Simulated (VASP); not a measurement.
A run of VASP 6.6.1 is set up as follows.

Contents of INCAR:

```
ALGO = Normal
EDIFF = 1E-6
ENCUT = 600
GGA = PE
GGA_COMPAT = F
ISIF = 2
ISMEAR = 0
LASPH = T
LCHARG = F
LREAL = F
LWAVE = F
NBANDS = 11
NELM = 120
PREC = Accurate
SIGMA = 0.1
```

KPOINTS

```
k-points
0
Gamma
  8 8 8
```

File POSCAR:

```
MgO
1.0
    0.0000000000      2.0970013100      2.0970013100
    2.0970013100      0.0000000000      2.0970013100
    2.0970013100      2.0970013100      0.0000000000
Mg O
1 1
Direct
    0.0000000000      0.0000000000      0.0000000000
    0.5000000000      0.5000000000      0.5000000000
```

Potentials or basis: VASP PAW PBE potentials, release 64 (Mg, O).

Command:

```sh
$ cat potpaw_PBE.64/Mg/POTCAR potpaw_PBE.64/O/POTCAR > POTCAR
$ mpirun -np 1 vasp_std > vasp.out
```

What does it give for the pressure?

5.9 GPa.

Estimate the band gap on the k mesh.

4.85 eV, direct.

Expect the measured gap to be larger: semilocal functionals such as PBE lack the derivative discontinuity.
